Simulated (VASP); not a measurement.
# B3P2 in VASP: notebook, part 2 of 2

VASP 6.6.1. The steps go on from the part before.

## Step 3: Single point, PBE

This run uses another cell than the first one, of 10.43 Å³/atom, 1.004 times its volume.

INCAR

```
ALGO     = Normal         # electronic algorithm
EDIFF    = 1E-7           # SCF threshold, eV
ENCUT    = 520            # plane-wave cutoff, eV
GGA      = PE             # functional
ISIF     = 2              # what is computed and relaxed
ISMEAR   = 0              # smearing method
LASPH    = True           # aspherical terms in the spheres
LCHARG   = False          # write CHGCAR
LREAL    = False          # projectors in reciprocal space
LWAVE    = False          # write WAVECAR
NBANDS   = 18             # bands
NELM     = 60             # most SCF steps
PREC     = Accurate       # precision mode
SIGMA    = 0.1            # smearing width, eV
```

KPOINTS

```
k-points
0
Gamma
  12 12 4
```

POSCAR

```
B3P2
1.0
    3.0676148075      0.0000100747      0.0013151232
   -1.5337984003      2.6570704275     -0.0009743040
    0.0006853032      0.0000977246      6.4001535299
B P
3 2
Direct
    0.0000142953      0.0000120190     -0.0000448545
    0.3333312733      0.6666269402      0.4776012699
    0.6665764581      0.3332926399      0.5224117621
    0.3333024549      0.6667546093      0.1804428066
    0.6667755185      0.3333137918      0.8195890160
```

Potentials or basis: VASP PAW PBE potentials, release 64 (B, P).

On the command line:

```console
$ cat potpaw_PBE.64/B/POTCAR potpaw_PBE.64/P/POTCAR > POTCAR
$ mpirun -np 1 vasp_std > vasp.out
```

OUTCAR:

```text
EDIFF = 1E-7
   ENCUT = 520
   GGA = PE
   ISIF = 2
   ISMEAR = 0
   LASPH = True
   LREAL = False
   NELM = 60
   PREC = Accurate

 ion  position               nearest neighbor table
   1  0.000  0.000  1.000-   5 2.11   4 2.11   5 2.11   5 2.11   4 2.11   4 2.11
   2  0.333  0.667  0.478-   3 1.79   3 1.79   3 1.79   4 1.90
   3  0.667  0.333  0.522-   2 1.79   2 1.79   2 1.79   5 1.90
   4  0.333  0.667  0.180-   2 1.90   1 2.11   1 2.11   1 2.11   5 2.91   5 2.91   5 2.91
   5  0.667  0.333  0.820-   3 1.90   1 2.11   1 2.11   1 2.11   4 2.91   4 2.91   4 2.91

  LATTYP: Found a triclinic cell.
 ALAT       =     3.0676150894
 B/A-ratio  =     1.0001221678
 C/A-ratio  =     2.0863613526
 COS(alpha) =     0.0003578780
 COS(beta)  =     0.0005357880
 COS(gamma) =     0.4999331889

  Lattice vectors:

 A1 = (  -3.0676148075,  -0.0000100747,  -0.0013151232)
 A2 = (  -1.5337984003,   2.6570704275,  -0.0009743040)
 A3 = (  -0.0006853032,  -0.0000977246,  -6.4001535299)

Analysis of symmetry for initial positions (statically):
=====================================================================
 Subroutine PRICEL returns:
[... 173 lines left out ...]
  free energy    TOTEN  =       -28.71541778 eV

  energy without entropy =      -28.71130822  energy(sigma->0) =      -28.71336300

 E-fermi :   7.5915     XC(G=0): -11.3648

 val. band max:        7.5769272037   @ k =  -0.0833   0.0833  -0.0000
 cond. band min:       7.6417553961   @ k =   0.0833   0.0833   0.2500
 fundamental gap:      0.0648281924
 Fermi energy:         7.5915091213

 k-point     1 :       0.0000    0.0000    0.0000
  band No.  band energies     occupation
      1      -8.5755      2.00000
      2      -5.1732      2.00000
      3      -3.8534      2.00000
      4       3.3080      2.00000
      5       5.3316      2.00000
      6       7.2124      2.00000
[... 481 lines left out ...]
      5       1.3424      2.00000
      6       2.0559      2.00000
[... 10 lines left out ...]
     17      16.0080      0.00000
     18      17.1355      0.00000

 [... further k-points ...]
[... 5 lines left out ...]
  --------------------------------------------------------------------------------------
  -------------------------------------------------------------------------------------
  Total       -0.0448599     -0.0572950     -0.0707022      0.0013076      0.0010388     -0.0106301
  in kB       -1.3777621     -1.7596736     -2.1714434      0.0401589      0.0319043     -0.3264757
  external PRESSURE =      -1.7696264 kB  Pullay stress =       0.0000000 kB

 VOLUME and BASIS-vectors are now :
 -----------------------------------------------------------------------------
  energy-cutoff  :      520.00
  volume of cell :       52.17
      direct lattice vectors                 reciprocal lattice vectors
     3.067614808  0.000010075  0.001315123     0.325985567  0.188175707 -0.000037779
    -1.533798400  2.657070427 -0.000974304    -0.000001234  0.376353631 -0.000005746
     0.000685303  0.000097725  6.400153530    -0.000066985  0.000018626  0.156246259

 POSITION                                       TOTAL-FORCE (eV/Angst)
 -----------------------------------------------------------------------------------
      0.00071      0.00013      6.39987         0.000169      0.000243      0.000547
      0.00039      1.77132      3.05651        -0.000640      0.001130     -0.001392
      1.53395      0.88564      3.34407         0.001018     -0.000625      0.001710
     -0.00010      1.77163      1.15465         0.000104     -0.000635     -0.010681
      1.53474      0.88573      5.24605        -0.000650     -0.000114      0.009816
 -----------------------------------------------------------------------------------
    total drift:                                0.000001      0.000001      0.000000

  FREE ENERGIE OF THE ION-ELECTRON SYSTEM (eV)
  ---------------------------------------------------
  free  energy   TOTEN  =       -28.7154177767 eV

  energy  without entropy=      -28.7113082215  energy(sigma->0) =      -28.71336300
```

It took 99 s on 1 thread of Intel Xeon Platinum 8559C (Emerald Rapids), shared host; peak memory 0.32 GiB.

What came out:

| Item | Value |
| --- | --- |
| Free energy | -28.7154 eV |
| Pressure | -0.2 GPa |
| Largest force | 0.011 eV/Å |

Forces on the atoms (eV/Å):
```
B    0.000  0.000  0.001
B   -0.001  0.001 -0.001
B    0.001 -0.001  0.002
P    0.000 -0.001 -0.011
P   -0.001  0.000  0.010
```

## Step 4: Relaxation of cell and atoms, PBE

This run uses another cell than the first one, of 10.32 Å³/atom, 0.993 times its volume.

INCAR

```
PREC = Accurate
ENCUT = 600
EDIFF = 1E-6
ISMEAR = 0
SIGMA = 0.1
LREAL = F
LASPH = T
NELM = 80
ALGO = Normal
ISIF = 3
LWAVE = F
LCHARG = F
GGA = PE
IBRION = 2
NSW = 100
EDIFFG = -0.01
```

KPOINTS

```
regular mesh
0
Gamma
  12 12 6
```

POSCAR

```
B3P2
1.0
    3.1061765231      0.0000000000      0.0000000000
   -1.5530882615      2.6900277776      0.0000000000
    0.0000000000      0.0000000000      6.1747092594
B P
3 2
Direct
    0.0000000000      0.0000000000      0.0000000000
    0.3333333333      0.6666666667      0.4873247396
    0.6666666667      0.3333333333      0.5126752604
    0.3333333333      0.6666666667      0.1832014781
    0.6666666667      0.3333333333      0.8167985219
```

On the command line:

```console
$ cat potpaw_PBE.64/B/POTCAR potpaw_PBE.64/P/POTCAR > POTCAR
$ mpirun -np 1 vasp_std > vasp.out
```

It took 3.7 min on 1 thread of Intel Xeon Platinum 8559C (Emerald Rapids), shared host; peak memory 0.23 GiB.

It converged, with:

| Quantity | Value |
| --- | --- |
| Free energy | -28.7202 eV |
| Relaxed volume | 10.38 Å³/atom |
| Relaxed cell | a = 3.079 Å, b = 3.079 Å, c = 6.318 Å, α = 90.00°, β = 90.00°, γ = 120.00° |
| Space group after relaxing (to 0.05 Å) | P-3m1 (No. 164) |
| Energy gained by relaxing | 3.9 meV/atom |
| Ionic steps | 10 |
| Pressure after relaxing | -0.1 GPa |

Stress tensor (GPa, compression positive):
```
-0.08  0.00  0.00
 0.00 -0.08  0.00
 0.00  0.00  0.02
```

The path:
```
step  energy change (eV)  largest force (eV/Å)  pressure (GPa)  volume (Å³)
   1              0.0000                0.1072            0.32        51.59
   2             -0.0095                0.3178           -0.57        51.74
   3             -0.0106                0.2202           -0.38        51.71
   4             -0.0149                0.1417            0.20        51.56
   5             -0.0153                0.1255            0.46        51.50
   6             -0.0181                0.0888            0.27        51.66
   7             -0.0194                0.0442            0.03        51.85
   8             -0.0195                0.0397            0.02        51.87
   9             -0.0194                0.0580           -0.12        51.90
  10             -0.0196                0.0015           -0.05        51.88
```

Final structure:
```xyz
5
Lattice="3.0793 0.0000 0.0000 -1.5397 2.6668 0.0000 0.0000 0.0000 6.3182" Properties=species:S:1:pos:R:3 pbc="T T T"
B     0.0000    0.0000    0.0000
B     0.0000    1.7779    3.0468
B     1.5397    0.8889    3.2714
P     0.0000    1.7779    1.1482
P     1.5397    0.8889    5.1700
```

Levels at points of the mesh, in eV from the Fermi level:
```
           k point  band 7  band 8  band 9  band 10  band 11  band 12  band 13
(0.00, 0.00, 0.00)   -0.45   -0.03   -0.03     2.64     2.64     4.85     4.85
(0.50, 0.00, 0.00)   -3.82   -1.21   -0.96    -0.94     1.05     1.87     3.70
(0.00, 0.00, 0.50)    0.76    0.76    1.36     1.36     1.48     4.84     5.54
(0.50, 0.00, 0.50)   -4.04   -3.57   -2.09    -2.04     1.64     2.59     3.85
```

## Step 5: Summary

| task | cell | k mesh | cutoff (eV) | gap on the mesh (eV) | pressure (GPa) | largest force (eV/Å) |
| --- | --- | --- | --- | --- | --- | --- |
| single point | a = 3.079, b = 3.079, c = 6.325 Å, angles 90.0, 90.0, 120.0°, 5 atoms | 12 × 12 × 6 | 520 | none | -0.2 | 0.01 |
| single point | a = 3.068, b = 3.068, c = 6.400 Å, angles 90.0, 90.0, 120.0°, 5 atoms | 12 × 12 × 4 | 520 | none | -0.2 | 0.01 |
| relaxation of cell and atoms | relaxed from a = 3.106, b = 3.106, c = 6.175 Å, angles 90.0, 90.0, 120.0°, 5 atoms | 12 × 12 × 6 | 600 | none | -0.1 | - |

Alike in all rows: level PBE; potentials or basis VASP PAW PBE potentials, release 64 (B, P); no spin polarisation; smearing gaussian 0.1 eV.

Total energies depend on the potentials used, so only differences within one code and one set of settings carry meaning.
